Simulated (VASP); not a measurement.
Wanted: the native input for a VASP 6.6.1 run.

- Task: single point
- Functional: HSE06
- Potentials or basis: VASP PAW PBE potentials, release 64 (In_d, P)
- Cutoff: 520 eV
- k mesh: 6 × 6 × 6
- Occupations: gaussian, width 0.01 eV
- Spin: no spin polarisation
- Dipole correction: no
- Grid for exact exchange (PRECFOCK): Normal
- Further INCAR settings: ALGO = Normal; EDIFF = 1e-06; NBANDS = 16
- Share of exact exchange: 0.25
- Screening parameter: 0.2079 1/Å

InP:

```
In P
1.0
     0.00000    2.95381    2.95381
     2.95381    0.00000    2.95381
     2.95381    2.95381    0.00000
In P
1 1
Direct
  0.00000 0.00000 0.00000
  0.25000 0.25000 0.25000
```

The input as run:

POSCAR

```
InP
1.0
    0.0000000000      2.9538133483      2.9538133483
    2.9538133483      0.0000000000      2.9538133483
    2.9538133483      2.9538133483      0.0000000000
In P
1 1
Direct
    0.0000000000      0.0000000000      0.0000000000
    0.2500000000      0.2500000000      0.2500000000
```

INCAR.step1

```
SYSTEM = InP
PREC = Accurate ; ENCUT = 520
EDIFF = 1E-5 ; ISMEAR = 0
SIGMA = 0.01 ; LREAL = .FALSE.
LASPH = .TRUE. ; NELM = 80
ALGO = Normal ; ISIF = 2
LWAVE = .TRUE. ; LCHARG = .FALSE.
GGA = PE ; NBANDS = 16
```

INCAR.step2

```
SYSTEM = InP
PREC = Accurate ; ENCUT = 520
EDIFF = 1E-6 ; ISMEAR = 0
SIGMA = 0.01 ; LREAL = .FALSE.
LASPH = .TRUE. ; NELM = 80
ALGO = Normal ; ISIF = 2
LWAVE = .FALSE. ; LCHARG = .FALSE.
GGA = PE ; LHFCALC = .TRUE.
HFSCREEN = 0.2079 ; PRECFOCK = Normal
ISTART = 1 ; NBANDS = 16
```

KPOINTS

```
Automatic mesh
0
G
  6 6 6
  0 0 0
```

Potentials or basis: VASP PAW PBE potentials, release 64 (In_d, P).

The run is started by

```bash
$ cat potpaw_PBE.64/In_d/POTCAR potpaw_PBE.64/P/POTCAR > POTCAR
$ cp INCAR.step1 INCAR
$ mpirun -np 1 vasp_std > vasp.out
$ cp INCAR.step2 INCAR
$ mpirun -np 1 vasp_std > vasp.out
```

Results of the run:

| Property | Result |
| --- | --- |
| Pressure | -0.4 GPa |
| Band gap on the k mesh | 1.35 eV |

Caveat: the PAW data sets were made with another functional, which shifts forces and pressure a little; spin-orbit coupling is left out, which moves the levels of the heavy elements.

Run time: 30 min on 1 thread of Intel(R) Xeon(R) Platinum 8375C CPU @ 2.90GHz (Ice Lake), on a shared host, peak memory 0.3 GiB.
